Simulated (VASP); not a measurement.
# Y (P6_3/mmc) in VASP: notebook

Runs on Y. Level: PBEsol. Tasks: single point.

Program: VASP 6.6.1. These are calculated values, not measurements. Logs are shortened: lines on timing, memory, paths and dates and some standing lists are left out, and cuts for length are marked.

### Step 1. The cell of the first run

The structure is hexagonal, space group P6_3/mmc (No. 194). The conventional cell has a = 3.592 Å, b = 3.592 Å, c = 5.609 Å, α = 90.00°, β = 90.00°, γ = 120.00°. Y (site symmetry -6m2) has 12 Y at 3.49 to 3.59 Å within 4.6 Å.

### Step 2. Single point, PBEsol

Contents of INCAR:

```
PREC = Accurate
ENCUT = 520
EDIFF = 1E-6
ISMEAR = -1
SIGMA = 0.05
LREAL = F
LASPH = T
NELM = 80
ALGO = Fast
ISIF = 2
LWAVE = F
LCHARG = T
GGA = PS
LELF = T
LVHAR = T
NBANDS = 18
```

Contents of KPOINTS:

```
Automatic mesh
0
Gamma
  8 8 5
```

Contents of POSCAR:

```
Y
1.0
    3.5917053947      0.0000000000      0.0000000000
   -1.7958526974      3.1105081147      0.0000000000
    0.0000000000      0.0000000000      5.6090396887
Y
2
Direct
    0.6666666667      0.3333333333      0.7500000000
    0.3333333333      0.6666666667      0.2500000000
```

Potentials or basis: VASP PAW PBE potentials, release 64 (Y_sv).

The run is started by

```sh
cat potpaw_PBE.64/Y_sv/POTCAR > POTCAR
mpirun -np 1 vasp_std > vasp.out
```

OUTCAR:

```text
PREC = Accurate
   ENCUT = 520
   EDIFF = 1E-6
   ISMEAR = -1
   LREAL = F
   LASPH = T
   NELM = 80
   ISIF = 2
   GGA = PS

 ion  position               nearest neighbor table
   1  0.667  0.333  0.750-   2 3.49   2 3.49   2 3.49   2 3.49   2 3.49   2 3.49
   2  0.333  0.667  0.250-   1 3.49   1 3.49   1 3.49   1 3.49   1 3.49   1 3.49

  LATTYP: Found a hexagonal cell.
 ALAT       =     3.5917053947
 C/A-ratio  =     1.5616647448

  Lattice vectors:

 A1 = (   3.5917053947,   0.0000000000,   0.0000000000)
 A2 = (  -1.7958526974,   3.1105081147,   0.0000000000)
 A3 = (   0.0000000000,   0.0000000000,   5.6090396887)

Analysis of symmetry for initial positions (statically):
=====================================================================
 Subroutine PRICEL returns:
 Original cell was already a primitive cell.

 Routine SETGRP: Setting up the symmetry group for a
 hexagonal supercell.

 Subroutine GETGRP returns: Found 24 space group operations
 (whereof 12 operations were pure point group operations)
 out of a pool of 24 trial point group operations.

The static configuration has the point symmetry D_3d.
 The point group associated with its full space group is D_6h.

Analysis of symmetry for dynamics (positions and initial velocities):
=====================================================================
 Subroutine PRICEL returns:
 Original cell was already a primitive cell.

 Routine SETGRP: Setting up the symmetry group for a
 hexagonal supercell.

 Subroutine GETGRP returns: Found 24 space group operations
 (whereof 12 operations were pure point group operations)
 out of a pool of 24 trial point group operations.

The dynamic configuration has the point symmetry D_3d.
 The point group associated with its full space group is D_6h.

 Subroutine INISYM returns: Found 24 space group operations
 (whereof 12 operations are pure point group operations),
 and found     1 'primitive' translations

----------------------------------------------------------------------------------------

                                     Primitive cell

  volume of cell :      62.6644

  direct lattice vectors                    reciprocal lattice vectors
     3.591705395  0.000000000  0.000000000     0.278419272  0.160745441  0.000000000
    -1.795852697  3.110508115  0.000000000     0.000000000  0.321490883  0.000000000
     0.000000000  0.000000000  5.609039689     0.000000000  0.000000000  0.178283638

  length of vectors
     3.591705395  3.591705395  5.609039689     0.321490883  0.321490883  0.178283638

  position of ions in fractional coordinates (direct lattice)
     0.666666667  0.333333333  0.750000000
     0.333333333  0.666666667  0.250000000

  ion indices of the primitive-cell ions
   primitive index   ion index
                 1           1
                 2           2

----------------------------------------------------------------------------------------

 KPOINTS: Automatic mesh

Automatic generation of k-mesh.
 Grid dimensions read from file:
 generate k-points for:    8    8    5

 Generating k-lattice:

  Cartesian coordinates                     Fractional coordinates (reciprocal lattice)
     0.034802409  0.020093180  0.000000000     0.125000000  0.000000000  0.000000000
     0.000000000  0.040186360  0.000000000     0.000000000  0.125000000  0.000000000
     0.000000000  0.000000000  0.035656728     0.000000000  0.000000000  0.200000000

  Length of vectors
     0.040186360  0.040186360  0.035656728

  Shift w.r.t. Gamma in fractional coordinates (k-lattice)
     0.000000000  0.000000000  0.000000000

 Subroutine IBZKPT returns following result:
 ===========================================

 Found     30 irreducible k-points:

 Following reciprocal coordinates:
            Coordinates               Weight
  0.000000  0.000000  0.000000      1.000000
  0.125000  0.000000  0.000000      6.000000
  0.250000  0.000000  0.000000      6.000000
  0.375000  0.000000  0.000000      6.000000
  0.500000  0.000000  0.000000      3.000000
  0.125000  0.125000  0.000000      6.000000
[... 16 lines left out ...]
  0.250000  0.000000  0.400000     12.000000
  0.375000  0.000000  0.400000     12.000000
 [... further k-points ...]
   k-points           NKPTS =     30   k-points in BZ     NKDIM =     30   number of bands    NBANDS=     18
   number of dos      NEDOS =    301   number of ions     NIONS =      2
   total plane-waves  NPLWV =  32928
   dimension x,y,z NGX =    28 NGY =   28 NGZ =   42
   dimension x,y,z NGXF=    56 NGYF=   56 NGZF=   84
   ions per type =               2
   NGX,Y,Z   is equivalent  to a cutoff of  12.96, 12.96, 12.45 a.u.
   NGXF,Y,Z  is equivalent  to a cutoff of  25.92, 25.92, 24.90 a.u.
 SYSTEM =  unknown system
   PREC   = accura    normal or accurate (medium, high low for compatibility)
   ISTART =      0    job   : 0-new  1-cont  2-samecut
   ICHARG =      2    charge: 1-file 2-atom 10-const
   ISPIN  =      1    spin polarized calculation?
   LNONCOLLINEAR =      F non collinear calculations
   LSORBIT =      F    spin-orbit coupling
   LASPH  =      T    aspherical Exc in radial PAW
   ENCUT  =  520.0 eV  38.22 Ry    6.18 a.u.   6.68  6.68 10.43*2*pi/ulx,y,z
   NELM   =     80;   NELMIN=  2; NELMDL= -5     # of ELM steps
   EDIFF  = 0.1E-05   stopping-criterion for ELM
   LREAL  =      F    real-space projection
   EDIFFG = 0.1E-04   stopping-criterion for IOM
   NSW    =      0    number of steps for IOM
   IBRION =     -1    ionic relax: 0-MD 1-quasi-New 2-CG
   NFREE  =      0    steps in history (QN), initial steepest desc. (CG)
   ISIF   =      2    stress and relaxation
   ISYM   =      2    0-nonsym 1-usesym 2-fastsym
   POTIM  = 0.5000    time-step for ionic-motion
   TEBEG  =    0.0;   TEEND  =   0.0 temperature during run
   PSTRESS=    0.0 pullay stress
   NELECT =      22.0000    total number of electrons
   NUPDOWN=      -1.0000    fix difference up-down
   EMIN   =  10.00;   EMAX   =-10.00  energy-range for DOS
   EFERMI =   0.00;   METHOD = LEGACY
   ISMEAR =    -1;   SIGMA  =   0.05  broadening in eV -4-tet -1-fermi 0-gaus
   EFERMI_NEDOS =   21; number of points for ismear=-14 and -15
   IALGO  =     68    algorithm
   IMIX   =      4    mixing-type and parameters
     AMIX     =   0.40;   BMIX     =  1.00
     AMIX_MAG =   1.60;   BMIX_MAG =  1.00
  volume/ion in A,a.u.               =      31.33       211.44
  Fermi-wavevector in a.u.,A,eV,Ry     =   1.154894  2.182434 18.147187  1.333781
  Thomas-Fermi vector in A             =   2.291527
   LORBIT       =      0    0 simple, 1 ext, 2 COOP (PROOUT), +10 PAW based schemes
   GGA     = PS    functional components
   LHFCALC =     F    Hartree Fock is set to
   AEXX    =    0.0000 exact exchange contribution
   IVDW    =     0    specifies the selected vdW correction
   LEPSILON=     F    determine dielectric tensor
   LRPA    =     F    only Hartree local field effects (RPA)
 non-spin polarized calculation
 RMM-DIIS sequential band-by-band and
  energy-cutoff  :      520.00
  volume of cell :       62.66
 maximum number of plane-waves:      1725
 NGX is ok and might be reduce to    28
   NGX = 13   NGY = 13   NGZ = 21

 number of electron      22.0000001 magnetization

 Free energy of the ion-electron system (eV)
  ---------------------------------------------------
  ext. energy  EPLUGINS =         0.00000000
  ---------------------------------------------------
  free energy    TOTEN  =       -13.64511989 eV

  energy without entropy =      -13.60515231  energy(sigma->0) =      -13.62513610

 E-fermi :   3.0964     XC(G=0):  -9.7190

 val. band max:        3.0892647883   @ k =   0.3750   0.2500   0.4000
 cond. band min:       3.1546374240   @ k =   0.2500   0.0000   0.4000
 fundamental gap:      0.0653726357
 Fermi energy:         3.0964381351

 k-point     1 :       0.0000    0.0000    0.0000
  band No.  band energies     occupation
      1     -39.3653      2.00000
      2     -39.2728      2.00000
      3     -19.7298      2.00000
      4     -19.1677      2.00000
      5     -19.1677      2.00000
      6     -19.0608      2.00000
[... 10 lines left out ...]
     17       5.9689      0.00000
     18       5.9689      0.00000

 k-point     2 :       0.1250    0.0000    0.0000
  band No.  band energies     occupation
      1     -39.3559      2.00000
      2     -39.2696      2.00000
      3     -19.6975      2.00000
      4     -19.2319      2.00000
      5     -19.1895      2.00000
      6     -19.1280      2.00000
[... 10 lines left out ...]
     17       5.7216      0.00000
     18       5.8439      0.00000

 k-point     3 :       0.2500    0.0000    0.0000
  band No.  band energies     occupation
      1     -39.3322      2.00000
      2     -39.2633      2.00000
      3     -19.6103      2.00000
      4     -19.3878      2.00000
      5     -19.2821      2.00000
      6     -19.2392      2.00000
[... 10 lines left out ...]
     17       6.4702      0.00000
     18       6.6960      0.00000

 k-point     4 :       0.3750    0.0000    0.0000
  band No.  band energies     occupation
      1     -39.3052      2.00000
      2     -39.2600      2.00000
      3     -19.5438      2.00000
      4     -19.4983      2.00000
      5     -19.4263      2.00000
      6     -19.2860      2.00000
[... 375 lines left out ...]
      4     -19.3154      2.00000
      5     -19.1748      2.00000
      6     -19.1482      2.00000
[... 10 lines left out ...]
     17       7.1378      0.00000
     18       7.2207      0.00000

 k-point    23 :       0.2500    0.0000    0.4000
  band No.  band energies     occupation
      1     -39.3085      2.00000
      2     -39.2872      2.00000
      3     -19.5374      2.00000
      4     -19.4407      2.00000
      5     -19.2413      2.00000
      6     -19.1885      2.00000
[... 10 lines left out ...]
     17       7.2037      0.00000
     18       7.3396      0.00000

 k-point    24 :       0.3750    0.0000    0.4000
  band No.  band energies     occupation
      1     -39.2896      2.00000
      2     -39.2756      2.00000
      3     -19.6293      2.00000
      4     -19.5769      2.00000
      5     -19.2475      2.00000
      6     -19.2277      2.00000
[... 10 lines left out ...]
     17       7.8153      0.00000
     18       7.9340      0.00000

 [... further k-points ...]

------------------------ aborting loop because EDIFF is reached ----------------------------------------

  FORCE on cell =-STRESS in cart. coord.  units (eV):
  Direction    XX          YY          ZZ          XY          YZ          ZX
  --------------------------------------------------------------------------------------
  -------------------------------------------------------------------------------------
  Total       -0.0454569     -0.0454569     -0.0519691      0.0000000     -0.0000000     -0.0000000
  in kB       -1.1622247     -1.1622247     -1.3287242      0.0000000     -0.0000000     -0.0000000
  external PRESSURE =      -1.2177245 kB  Pullay stress =       0.0000000 kB

 VOLUME and BASIS-vectors are now :
 -----------------------------------------------------------------------------
  energy-cutoff  :      520.00
  volume of cell :       62.66
      direct lattice vectors                 reciprocal lattice vectors
     3.591705395  0.000000000  0.000000000     0.278419272  0.160745441  0.000000000
    -1.795852697  3.110508115  0.000000000     0.000000000  0.321490883  0.000000000
     0.000000000  0.000000000  5.609039689     0.000000000  0.000000000  0.178283638

 POSITION                                       TOTAL-FORCE (eV/Angst)
 -----------------------------------------------------------------------------------
      1.79585      1.03684      4.20678        -0.000000      0.000000      0.000000
     -0.00000      2.07367      1.40226         0.000000     -0.000000      0.000000
 -----------------------------------------------------------------------------------
    total drift:                               -0.000000      0.000000     -0.000000

  FREE ENERGIE OF THE ION-ELECTRON SYSTEM (eV)
  ---------------------------------------------------
  free  energy   TOTEN  =       -13.6451198901 eV

  energy  without entropy=      -13.6051523121  energy(sigma->0) =      -13.62513610
```

Wall time 39 s (1 thread of Intel Xeon Platinum 8488C (Sapphire Rapids), shared host); peak memory 0.2 GiB.

Results:

```
Free energy            : -13.6451 eV
Pressure               : -0.1 GPa
Band gap on the k mesh : zero (bands 11 and 12 overlap by 1.50 eV)
```

Caveat: the PAW data sets were made with another functional, which shifts forces and pressure a little.

### Step 3. Single point, PBEsol

Contents of INCAR:

```
SYSTEM = Y
ALGO = Normal
EDIFF = 1E-7
ENCUT = 520
GGA = PS
ISIF = 2
ISMEAR = -1
LASPH = .True.
LCHARG = .False.
LREAL = .False.
LWAVE = .False.
NBANDS = 18
NELM = 100
PREC = Accurate
SIGMA = 0.05
```

Contents of KPOINTS:

```
k-points
0
Gamma
  8 8 5
  0 0 0
```

Contents of POSCAR:

```
Y
1.0
    3.5917053956      0.0000000000      0.0000000000
   -1.7958526978      3.1105081155      0.0000000000
    0.0000000000      0.0000000000      5.6090396895
Y
2
Direct
    0.6666666667      0.3333333333      0.7500000000
    0.3333333333      0.6666666667      0.2500000000
```

Potentials or basis: VASP PAW PBE potentials, release 64 (Y_sv).

The run is started by

```sh
cat potpaw_PBE.64/Y_sv/POTCAR > POTCAR
mpirun -np 1 vasp_std > vasp.out
```

It took 30 s on 1 thread of Intel Xeon Platinum 8488C (Sapphire Rapids), shared host; peak memory 0.2 GiB.

Results (log left out):

| Property | Result |
| --- | --- |
| Free energy | -13.6451 eV |
| Pressure | -0.1 GPa |
| Band gap on the k mesh | zero (bands 11 and 12 overlap by 1.50 eV) |

Levels at points of the mesh, in eV from the Fermi level:
```
           k point  band 9  band 10  band 11  band 12  band 13  band 14
(0.00, 0.00, 0.00)   -4.76    -1.92     1.10     1.79     1.79     2.15
(0.50, 0.00, 0.00)   -1.69    -1.26    -0.86    -0.01     1.48     1.51
```

Caveat: the PAW data sets were made with another functional, which shifts forces and pressure a little.

The gap in the log of VASP goes by the Fermi energy; the results here count the filled bands.